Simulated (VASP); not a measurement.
# Sc3BAu (P6_3/mmc) in VASP: notebook, part 2 of 2

VASP 6.6.1.

## (4) Relaxation of cell and atoms, PBE

This run uses another cell than the first one, of 25.00 Å³/atom.

INCAR

```
  ALGO = Fast
  EDIFF = 1E-7
  EDIFFG = -0.04
  ENCUT = 600
  GGA = PE
  IBRION = 2
  ISIF = 3
  ISMEAR = 0
  LASPH = True
  LCHARG = False
  LREAL = False
  LWAVE = False
  NELM = 80
  NSW = 90
  PREC = Accurate
  SIGMA = 0.1
```

KPOINTS

```
k-points
0
Gamma
  3 3 4
```

POSCAR

```
Sc3BAu
1.0
    7.0042500000      0.0000000000      0.0000000000
   -3.5021250000      6.0658584300      0.0000000000
    0.0000000000      0.0000000000      5.8835700000
Sc B Au
6 2 2
Direct
    0.8333333300      0.6666666700      0.7500000000
    0.3333333300      0.1666666700      0.7500000000
    0.8333333300      0.1666666700      0.7500000000
    0.1666666700      0.3333333300      0.2500000000
    0.6666666700      0.8333333300      0.2500000000
    0.1666666700      0.8333333300      0.2500000000
    0.0000000000      0.0000000000      0.0000000000
    0.0000000000      0.0000000000      0.5000000000
    0.3333333300      0.6666666700      0.7500000000
    0.6666666700      0.3333333300      0.2500000000
```

On the command line:

```sh
$ cat potpaw_PBE.64/Sc_sv/POTCAR potpaw_PBE.64/B/POTCAR potpaw_PBE.64/Au/POTCAR > POTCAR
$ mpirun -np 1 vasp_std > vasp.out
```

Run time: 41 min. Hardware: 1 thread of AMD EPYC 9R45 (Zen 5), shared host; peak memory 0.47 GiB.

Results (log left out):

```yaml
Free_energy: -61.3861 eV
Relaxed_volume: 18.58 Å³/atom
Relaxed_cell: a = 6.819 Å, b = 6.819 Å, c = 4.615 Å, α = 90.00°, β = 90.00°, γ = 120.00°
Space_group_after_relaxing_to_0.1_Å: P6_3/mmc (No. 194)
Energy_gained_by_relaxing: 336.3 meV/atom
Ionic_steps: 23
Pressure_after_relaxing: 0.0 GPa
Largest_force_after_relaxing: 0.003 eV/Å
Band_gap_on_the_k_mesh: zero (bands 47 and 48 overlap by 0.43 eV)
```

Forces in eV/Å, atoms in the order of the input:
```
Sc   0.000  0.003  0.000
Sc  -0.003 -0.002  0.000
Sc   0.003 -0.002  0.000
Sc   0.000 -0.003  0.000
Sc   0.003  0.002  0.000
Sc  -0.003  0.002  0.000
B    0.000  0.000  0.000
B    0.000  0.000  0.000
Au   0.000  0.000  0.000
Au   0.000  0.000  0.000
```

The path:
| step | energy change (eV) | largest force (eV/Å) | pressure (GPa) | volume (Å³) |
| --- | --- | --- | --- | --- |
| 1 | 0.0000 | 0.8854 | -12.65 | 249.97 |
| 2 | -2.4281 | 1.7787 | 6.13 | 185.12 |
| 3 | -2.6915 | 0.9628 | -0.40 | 197.67 |
| 4 | -2.9653 | 0.5234 | -0.02 | 192.90 |
| 5 | -3.0790 | 0.0819 | 0.74 | 188.03 |
| 6 | -3.0838 | 0.0321 | 0.94 | 187.07 |
| 7 | -3.0856 | 0.0018 | 1.12 | 186.21 |
| 8 | -3.1066 | 0.0549 | -0.89 | 190.33 |
| 9 | -3.1069 | 0.0497 | -0.69 | 189.90 |
| 10 | -3.1371 | 0.1070 | -0.64 | 189.78 |
| 11 | -3.2351 | 0.6165 | -0.23 | 189.09 |
| 12 | -2.9949 | 0.9146 | 0.80 | 186.20 |
| 13 | -3.2423 | 0.7223 | -0.03 | 188.72 |
| 14 | -3.2477 | 0.7138 | -0.06 | 188.69 |
| 15 | -3.2569 | 0.6824 | -0.16 | 188.58 |
| 16 | -3.2577 | 0.6678 | -0.20 | 188.53 |
| 17 | -3.2687 | 0.6302 | -0.22 | 188.48 |
| 18 | -3.2977 | 0.5162 | -0.37 | 188.32 |
| 19 | -3.3391 | 0.2872 | -0.58 | 187.99 |
| 20 | -3.3538 | 0.1785 | -0.89 | 187.34 |
| 21 | -3.3591 | 0.0158 | -0.80 | 187.57 |
| 22 | -3.3625 | 0.0092 | -0.37 | 186.63 |
| 23 | -3.3634 | 0.0032 | -0.01 | 185.83 |

Final structure:
```
Sc B Au
1.0
     6.81906    0.00000    0.00000
    -3.40953    5.90547    0.00000
     0.00000    0.00000    4.61474
Sc B Au
6 2 2
Direct
  0.82318 0.64637 0.75000
  0.35363 0.17682 0.75000
  0.82318 0.17682 0.75000
  0.17682 0.35363 0.25000
  0.64637 0.82318 0.25000
  0.17682 0.82318 0.25000
  0.00000 0.00000 0.00000
  0.00000 0.00000 0.50000
  0.33333 0.66667 0.75000
  0.66667 0.33333 0.25000
```

Levels at points of the mesh, in eV from the Fermi level:
| k point | band 45 | band 46 | band 47 | band 48 | band 49 | band 50 |
| --- | --- | --- | --- | --- | --- | --- |
| (0.00, 0.00, 0.00) | -0.48 | 0.30 | 0.30 | 0.58 | 0.82 | 0.82 |
| (0.00, 0.00, 0.50) | -0.02 | -0.02 | -0.02 | -0.02 | 0.47 | 0.47 |

Caveat: the volume moved by over 15 % at a fixed basis, so the end points are rough; spin-orbit coupling is left out, which moves the levels of the heavy elements.

## (5) Single point, PBE

This run uses another cell than the first one, of 18.44 Å³/atom.

INCAR

```
PREC     = Accurate       # precision mode
ENCUT    = 520            # plane-wave cutoff, eV
EDIFF    = 1E-7           # SCF threshold, eV
ISMEAR   = 0              # smearing method
SIGMA    = 0.1            # smearing width, eV
LREAL    = F              # projectors in reciprocal space
LASPH    = T              # aspherical terms in the spheres
NELM     = 60             # most SCF steps
ALGO     = Fast           # electronic algorithm
ISIF     = 2              # what is computed and relaxed
LWAVE    = F              # write WAVECAR
LCHARG   = T              # write CHGCAR
GGA      = PE             # functional
LELF     = T              # ELF
LVHAR    = T            
NBANDS   = 58             # bands
```

KPOINTS

```
Automatic mesh
0
Gamma
  6 6 8
```

POSCAR

```
Sc3BAu
1.0
    6.8755603715      0.0000000000      0.0000000000
   -3.4377801857      5.9544099469      0.0000000000
    0.0000000000      0.0000000000      4.5051298672
Sc B Au
6 2 2
Direct
    0.8228895863      0.6457791725      0.7500000000
    0.3542208275      0.1771104137      0.7500000000
    0.8228895863      0.1771104137      0.7500000000
    0.1771104137      0.3542208275      0.2500000000
    0.6457791725      0.8228895863      0.2500000000
    0.1771104137      0.8228895863      0.2500000000
    0.0000000000      0.0000000000      0.0000000000
    0.0000000000      0.0000000000      0.5000000000
    0.3333333333      0.6666666667      0.7500000000
    0.6666666667      0.3333333333      0.2500000000
```

On the command line:

```sh
$ cat potpaw_PBE.64/Sc_sv/POTCAR potpaw_PBE.64/B/POTCAR potpaw_PBE.64/Au/POTCAR > POTCAR
$ mpirun -np 1 vasp_std > vasp.out
```

Wall time 6.8 min (1 thread of AMD EPYC 9R45 (Zen 5), shared host); peak memory 0.48 GiB.

It converged, with:

* Free energy: -61.3476 eV
* Pressure: 0.1 GPa
* Largest force: 0.019 eV/Å
* Band gap on the k mesh: zero (bands 47 and 48 overlap by 0.66 eV)

Forces in eV/Å, atoms in the order of the input:
```
Sc   0.000 -0.019  0.000
Sc   0.017  0.010  0.000
Sc  -0.017  0.010  0.000
Sc   0.000  0.019  0.000
Sc  -0.017 -0.010  0.000
Sc   0.017 -0.010  0.000
B    0.000  0.000  0.000
B    0.000  0.000  0.000
Au   0.000  0.000  0.000
Au   0.000  0.000  0.000
```

Levels at points of the mesh, in eV from the Fermi level:
```
           k point  band 43  band 44  band 45  band 46  band 47  band 48  band 49  band 50  band 51  band 52
(0.00, 0.00, 0.00)    -1.28    -0.44    -0.44     0.20     0.20     0.73     0.76     0.76     0.99     1.03
(0.50, 0.00, 0.00)    -0.81    -0.67    -0.44    -0.44    -0.41     0.48     0.49     0.57     0.84     1.04
(0.00, 0.00, 0.50)    -0.83    -0.83    -0.12    -0.12    -0.12    -0.12     0.59     0.59     1.41     1.41
(0.50, 0.00, 0.50)    -0.88    -0.88    -0.28    -0.28    -0.26    -0.26     0.80     0.80     1.00     1.00
```

Caveat: spin-orbit coupling is left out, which moves the levels of the heavy elements.

## (6) Summary

```tsv
task	cell	k mesh	cutoff (eV)	gap on the mesh (eV)	pressure (GPa)	largest force (eV/Å)
single point	a = 6.811, b = 6.811, c = 4.622 Å, angles 90.0, 90.0, 120.0°, 10 atoms, atomic positions A	3 × 3 × 4	520	none	0.0	0.02
single point	a = 7.004, b = 7.004, c = 5.884 Å, angles 90.0, 90.0, 120.0°, 10 atoms, atomic positions B	3 × 3 × 4	520	none	-12.7	0.89
relaxation of cell and atoms	relaxed from a = 7.004, b = 7.004, c = 5.884 Å, angles 90.0, 90.0, 120.0°, 10 atoms, atomic positions B	3 × 3 × 4	600	none	0.0	-
single point	a = 6.876, b = 6.876, c = 4.505 Å, angles 90.0, 90.0, 120.0°, 10 atoms, atomic positions C	6 × 6 × 8	520	none	0.1	0.02
```

Alike in all rows: level PBE; potentials or basis VASP PAW PBE potentials, release 64 (Sc_sv, B, Au); no spin polarisation; smearing gaussian 0.1 eV.

Caveats: spin-orbit coupling is left out, which moves the levels of the heavy elements; the cell stands under tension (at least some runs); the volume moved by over 15 % at a fixed basis, so the end points are rough (at least some runs).

Total energies depend on the potentials used, so only differences within one code and one set of settings carry meaning.
